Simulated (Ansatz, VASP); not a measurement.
**GaN in VASP and in Ansatz**

```
CELL_PARAMETERS angstrom
3.31498 0.00000 0.00000
-1.65749 2.87086 0.00000
0.00000 0.00000 5.32168
ATOMIC_POSITIONS crystal
Ga 0.33333 0.66667 0.99913
Ga 0.66667 0.33333 0.49913
N 0.33333 0.66667 0.37587
N 0.66667 0.33333 0.87587
```

Change from the starting cell: strain +0.030 along x and y, +0.015 along z, atoms carried along.

Alike in both runs: task single point; functional PBE; k mesh 12 × 12 × 6; occupations gaussian, width 0.05 eV; no spin polarisation.

|  | VASP | Ansatz |
| --- | --- | --- |
| version | VASP 6.6.1 | Ansatz 0.2.0 |
| potentials or method | VASP PAW PBE potentials, release 64 (Ga_d, N), cutoff 520 eV | scalar-relativistic, plane waves, PAW |
| valence electrons in the cell | 36 | 36 |

VASP gave:

* gap on the k mesh at the Fermi level (eV): 1.24
* least direct gap on the mesh (eV): 1.24
* pressure (GPa): -10.6
* traceless stress, the component that is largest in VASP (GPa): 2.77
* rms of the force components (eV/Å): 0.050

Estimate Ansatz's values.

gap on the k mesh at the Fermi level (eV): 1.24; least direct gap on the mesh (eV): 1.24; pressure (GPa): -10.8; traceless stress, the component that is largest in VASP (GPa): 2.76; rms of the force components (eV/Å): 0.051.

Atom by atom the forces differ by 0.001 eV/Å (rms over components). With one functional, cell and mesh, what is left measures potentials, basis and numerics.
